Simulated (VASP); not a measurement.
# Al3O in VASP: single point with PBEsol

Aim: the single point of Al3O with PBEsol.

All numbers are computed with VASP 6.6.1; they aren't measurements. Logs are shortened: lines on timing, memory, paths and dates and some standing lists are left out, and cuts for length are marked.

**1. The cell of the first run**

The cell holds a slab with vacuum, 4 atoms: a = 2.839 Å, b = 2.839 Å, c = 19.641 Å, α = 90.00°, β = 90.00°, γ = 90.00°.

**2. Single point, PBEsol**

Input file INCAR:

```
SYSTEM = Al3O
PREC = Accurate ; ENCUT = 1000
EDIFF = 1E-6 ; ISMEAR = 0
SIGMA = 0.1 ; LREAL = .FALSE.
LASPH = .TRUE. ; NELM = 120
ALGO = Normal ; ISIF = 2
LWAVE = .FALSE. ; LCHARG = .FALSE.
LDIPOL = .TRUE. ; IDIPOL = 3
DIPOL = 0.5 0.5 0.347 ; GGA = PS
NBANDS = 16 ; GGA_COMPAT = .FALSE.
NELMDL = -8
```

Input file KPOINTS:

```
regular mesh
0
G
  9 9 1
  0 0 0
```

Input file POSCAR:

```
Al3O
1.0
    2.8394270062      0.0000000000      0.0000000000
    0.0000000000      2.8394270062      0.0000000000
    0.0000000000      0.0000000000     19.6413451717
Al O
3 1
Direct
    0.5000000000      0.5000000000      0.2036520394
    0.0000000000      0.0000000000      0.3090064802
    0.5000000000      0.5000000000      0.4145003868
    0.5000000000      1.0000000000      0.4605244649
```

Potentials or basis: VASP PAW PBE potentials, release 64 (Al, O_h).

The run is started by

```
> cat potpaw_PBE.64/Al/POTCAR potpaw_PBE.64/O_h/POTCAR > POTCAR
> mpirun -np 1 vasp_std > vasp.out
```

OUTCAR:

```text
SYSTEM = Al3O
   PREC = Accurate
   ENCUT = 1000
   EDIFF = 1E-6
   ISMEAR = 0
   LREAL = .FALSE.
   LASPH = .TRUE.
   NELM = 120
   ISIF = 2
   GGA = PS
   NELMDL = -8

 ion  position               nearest neighbor table
   1  0.500  0.500  0.204-   2 2.88   2 2.88   2 2.88   2 2.88
   2  0.000  0.000  0.309-   1 2.88   1 2.88   1 2.88   1 2.88   3 2.89   3 2.89   3 2.89   3 2.89

   3  0.500  0.500  0.415-   4 1.68   4 1.68   2 2.89   2 2.89   2 2.89   2 2.89
   4  0.500  0.000  0.461-   3 1.68   3 1.68

  LATTYP: Found a simple tetragonal cell.
 ALAT       =     2.8394270062
 C/A-ratio  =     6.9173622456

  Lattice vectors:

 A1 = (   2.8394270062,   0.0000000000,   0.0000000000)
 A2 = (   0.0000000000,   2.8394270062,   0.0000000000)
 A3 = (   0.0000000000,   0.0000000000,  19.6413451717)

Analysis of symmetry for initial positions (statically):
=====================================================================
 Subroutine PRICEL returns:
 Original cell was already a primitive cell.

 Routine SETGRP: Setting up the symmetry group for a
 simple tetragonal supercell.

 Subroutine GETGRP returns: Found  4 space group operations
 (whereof  4 operations were pure point group operations)
 out of a pool of 16 trial point group operations.

The static configuration has the point symmetry C_2v.

Analysis of symmetry for dynamics (positions and initial velocities):
=====================================================================
 Subroutine PRICEL returns:
 Original cell was already a primitive cell.

 Routine SETGRP: Setting up the symmetry group for a
 simple tetragonal supercell.

 Subroutine GETGRP returns: Found  4 space group operations
 (whereof  4 operations were pure point group operations)
 out of a pool of 16 trial point group operations.

The dynamic configuration has the point symmetry C_2v.

 Subroutine INISYM returns: Found  4 space group operations
 (whereof  4 operations are pure point group operations),
 and found     1 'primitive' translations

----------------------------------------------------------------------------------------

                                     Primitive cell

  volume of cell :     158.3553

  direct lattice vectors                    reciprocal lattice vectors
     2.839427006  0.000000000  0.000000000     0.352183732  0.000000000  0.000000000
     0.000000000  2.839427006  0.000000000     0.000000000  0.352183732  0.000000000
     0.000000000  0.000000000 19.641345172     0.000000000  0.000000000  0.050913010

  length of vectors
     2.839427006  2.839427006 19.641345172     0.352183732  0.352183732  0.050913010

  position of ions in fractional coordinates (direct lattice)
     0.500000000  0.500000000  0.203652039
     0.000000000  0.000000000  0.309006480
     0.500000000  0.500000000  0.414500387
     0.500000000  0.000000000  0.460524465

  ion indices of the primitive-cell ions
   primitive index   ion index
                 1           1
                 2           2
                 3           3
                 4           4

----------------------------------------------------------------------------------------

 KPOINTS: regular mesh

Automatic generation of k-mesh.
 Grid dimensions read from file:
 generate k-points for:    9    9    1

 Generating k-lattice:

  Cartesian coordinates                     Fractional coordinates (reciprocal lattice)
     0.039131526  0.000000000  0.000000000     0.111111111  0.000000000  0.000000000
     0.000000000  0.039131526  0.000000000     0.000000000  0.111111111  0.000000000
     0.000000000  0.000000000  0.050913010     0.000000000  0.000000000  1.000000000

  Length of vectors
     0.039131526  0.039131526  0.050913010

  Shift w.r.t. Gamma in fractional coordinates (k-lattice)
     0.000000000  0.000000000  0.000000000

 Subroutine IBZKPT returns following result:
 ===========================================

 Found     25 irreducible k-points:

 Following reciprocal coordinates:
            Coordinates               Weight
  0.000000  0.000000  0.000000      1.000000
  0.111111  0.000000  0.000000      2.000000
  0.000000  0.111111  0.000000      2.000000
  0.222222  0.000000  0.000000      2.000000
  0.000000  0.222222  0.000000      2.000000
  0.333333  0.000000  0.000000      2.000000
[... 16 lines left out ...]
  0.444444  0.333333  0.000000      4.000000
 -0.333333  0.444444  0.000000      4.000000
   k-points           NKPTS =     25   k-points in BZ     NKDIM =     25   number of bands    NBANDS=     16
   number of dos      NEDOS =    301   number of ions     NIONS =      4
   total plane-waves  NPLWV = 189000
   dimension x,y,z NGX =    30 NGY =   30 NGZ =  210
   dimension x,y,z NGXF=    60 NGYF=   60 NGZF=  420
   ions per type =               3   1
   NGX,Y,Z   is equivalent  to a cutoff of  17.56, 17.56, 17.77 a.u.
   NGXF,Y,Z  is equivalent  to a cutoff of  35.13, 35.13, 35.55 a.u.
 SYSTEM =  Al3O
   PREC   = accura    normal or accurate (medium, high low for compatibility)
   ISTART =      0    job   : 0-new  1-cont  2-samecut
   ICHARG =      2    charge: 1-file 2-atom 10-const
   ISPIN  =      1    spin polarized calculation?
   LNONCOLLINEAR =      F non collinear calculations
   LSORBIT =      F    spin-orbit coupling
   LASPH  =      T    aspherical Exc in radial PAW
   ENCUT  = 1000.0 eV  73.50 Ry    8.57 a.u.   7.32  7.32 50.64*2*pi/ulx,y,z
   NELM   =    120;   NELMIN=  2; NELMDL= -8     # of ELM steps
   EDIFF  = 0.1E-05   stopping-criterion for ELM
   LREAL  =      F    real-space projection
   EDIFFG = 0.1E-04   stopping-criterion for IOM
   NSW    =      0    number of steps for IOM
   IBRION =     -1    ionic relax: 0-MD 1-quasi-New 2-CG
   NFREE  =      0    steps in history (QN), initial steepest desc. (CG)
   ISIF   =      2    stress and relaxation
   ISYM   =      2    0-nonsym 1-usesym 2-fastsym
   POTIM  = 0.5000    time-step for ionic-motion
   TEBEG  =    0.0;   TEEND  =   0.0 temperature during run
   PSTRESS=    0.0 pullay stress
   NELECT =      15.0000    total number of electrons
   NUPDOWN=      -1.0000    fix difference up-down
   EMIN   =  10.00;   EMAX   =-10.00  energy-range for DOS
   EFERMI =   0.00;   METHOD = LEGACY
   ISMEAR =     0;   SIGMA  =   0.10  broadening in eV -4-tet -1-fermi 0-gaus
   EFERMI_NEDOS =   21; number of points for ismear=-14 and -15
   IALGO  =     38    algorithm
   IMIX   =      4    mixing-type and parameters
     AMIX     =   0.40;   BMIX     =  1.00
     AMIX_MAG =   1.60;   BMIX_MAG =  1.00
  volume/ion in A,a.u.               =      39.59       267.16
  Fermi-wavevector in a.u.,A,eV,Ry     =   0.746267  1.410241  7.577285  0.556915
  Thomas-Fermi vector in A             =   1.842049
   LORBIT       =      0    0 simple, 1 ext, 2 COOP (PROOUT), +10 PAW based schemes
   GGA     = PS    functional components
   LHFCALC =     F    Hartree Fock is set to
   AEXX    =    0.0000 exact exchange contribution
   IVDW    =     0    specifies the selected vdW correction
   LEPSILON=     F    determine dielectric tensor
   LRPA    =     F    only Hartree local field effects (RPA)
 non-spin polarized calculation
 Gauss-broadening in eV      SIGMA  =   0.10
  energy-cutoff  :     1000.00
  volume of cell :      158.36
 maximum number of plane-waves:     11477
 NGX is ok and might be reduce to    30
   NGX = 15   NGY = 15   NGZ =101

 number of electron      14.9999999 magnetization

 dipolmoment           0.000000      0.000000      0.133417 electrons x Angstroem

 Free energy of the ion-electron system (eV)
  ---------------------------------------------------
  ext. energy  EPLUGINS =         0.00000000
  ---------------------------------------------------
  free energy    TOTEN  =       -19.98907998 eV

  energy without entropy =      -19.98356357  energy(sigma->0) =      -19.98632178

 E-fermi :  -1.2512     XC(G=0):  -4.4584

 val. band max:       -1.2829994826   @ k =   0.3333   0.2222   0.0000
 cond. band min:      -1.2401527538   @ k =  -0.2222   0.3333   0.0000
 fundamental gap:      0.0428467289
 Fermi energy:        -1.2511916808

 k-point     1 :       0.0000    0.0000    0.0000
  band No.  band energies     occupation
      1     -19.9222      2.00000
      2     -11.3947      2.00000
      3      -8.7782      2.00000
      4      -5.4652      2.00000
      5      -4.7794      2.00000
      6      -3.2898      2.00000
[... 8 lines left out ...]
     15       6.1724      0.00000
     16       7.1987      0.00000

 k-point     2 :       0.1111    0.0000    0.0000
  band No.  band energies     occupation
      1     -19.8637      2.00000
      2     -11.1751      2.00000
      3      -8.5818      2.00000
      4      -5.3147      2.00000
      5      -4.7468      2.00000
      6      -3.6201      2.00000
[... 8 lines left out ...]
     15       6.3687      0.00000
     16       7.1013      0.00000

 k-point     3 :       0.0000    0.1111    0.0000
  band No.  band energies     occupation
      1     -19.8493      2.00000
      2     -11.1758      2.00000
      3      -8.5846      2.00000
      4      -5.3537      2.00000
      5      -5.2022      2.00000
      6      -3.1090      2.00000
[... 8 lines left out ...]
     15       6.4182      0.00000
     16       6.9986      0.00000
[... 362 lines left out ...]
 k-point    23 :       0.4444    0.3333    0.0000
  band No.  band energies     occupation
      1     -18.9880      2.00000
      2      -6.5662      2.00000
      3      -6.0493      2.00000
      4      -5.3670      2.00000
      5      -4.5724      2.00000
      6      -3.6889      2.00000
[... 8 lines left out ...]
     15       5.3068      0.00000
     16       6.5645      0.00000

 k-point    24 :      -0.3333    0.4444    0.0000
  band No.  band energies     occupation
      1     -18.9525      2.00000
      2      -7.2831      2.00000
      3      -5.9527      2.00000
      4      -4.7468      2.00000
      5      -4.3083      2.00000
      6      -3.8169      2.00000
[... 8 lines left out ...]
     15       4.6790      0.00000
     16       7.0900      0.00000

 [... further k-points ...]

------------------------ aborting loop because EDIFF is reached ----------------------------------------

 vacuum level on the upper side and lower side of the slab       (xc-potential included)         1.457        -1.479

  FORCE on cell =-STRESS in cart. coord.  units (eV):
  Direction    XX          YY          ZZ          XY          YZ          ZX
  --------------------------------------------------------------------------------------
  -------------------------------------------------------------------------------------
  Total        1.2770241      1.3729256      1.0282183      0.0000000      0.0000000      0.0000000
  in kB       12.9204321     13.8907262     10.4031119      0.0000000      0.0000000      0.0000000
  external PRESSURE =      12.4047567 kB  Pullay stress =       0.0000000 kB

 VOLUME and BASIS-vectors are now :
 -----------------------------------------------------------------------------
  energy-cutoff  :     1000.00
  volume of cell :      158.36
      direct lattice vectors                 reciprocal lattice vectors
     2.839427006  0.000000000  0.000000000     0.352183732  0.000000000  0.000000000
     0.000000000  2.839427006  0.000000000     0.000000000  0.352183732  0.000000000
     0.000000000  0.000000000 19.641345172     0.000000000  0.000000000  0.050913010

 POSITION                                       TOTAL-FORCE (eV/Angst)
 -----------------------------------------------------------------------------------
      1.41971      1.41971      4.00000         0.000000      0.000000     -0.124382
      0.00000      0.00000      6.06930         0.000000      0.000000     -0.214895
      1.41971      1.41971      8.14135         0.000000      0.000000      0.270140
      1.41971      0.00000      9.04532         0.000000      0.000000      0.069137
 -----------------------------------------------------------------------------------
    total drift:                                0.000000      0.000000      0.000761

  FREE ENERGIE OF THE ION-ELECTRON SYSTEM (eV)
  ---------------------------------------------------
  free  energy   TOTEN  =       -19.9890799822 eV

  energy  without entropy=      -19.9835635700  energy(sigma->0) =      -19.98632178

 vacuum level on the upper side and lower side of the slab         6.123         3.128
```

It took 2.8 min on 1 thread of Intel Xeon 6975P-C (Granite Rapids), shared host; peak memory 0.49 GiB.

Results:

| Item | Value |
| --- | --- |
| Free energy | -19.9891 eV |
| Largest force | 0.270 eV/Å |
| Band gap on the k mesh | zero (an odd number of electrons rules out a gap without spin polarisation) |

Forces in eV/Å, atoms in the order of the input:
```
Al   0.000  0.000 -0.124
Al   0.000  0.000 -0.215
Al   0.000  0.000  0.270
O    0.000  0.000  0.069
```

Levels at points of the mesh, in eV from the Fermi level:
```
           k point  band 3  band 4  band 5  band 6  band 7  band 8  band 9  band 10  band 11  band 12
(0.00, 0.00, 0.00)   -7.53   -4.21   -3.53   -2.04   -1.59    1.36    3.79     5.18     6.45     6.68
```

Caveat: the PAW data sets were made with another functional, which shifts forces and pressure a little.

The gap in the log of VASP goes by the Fermi energy; the results here count the filled bands.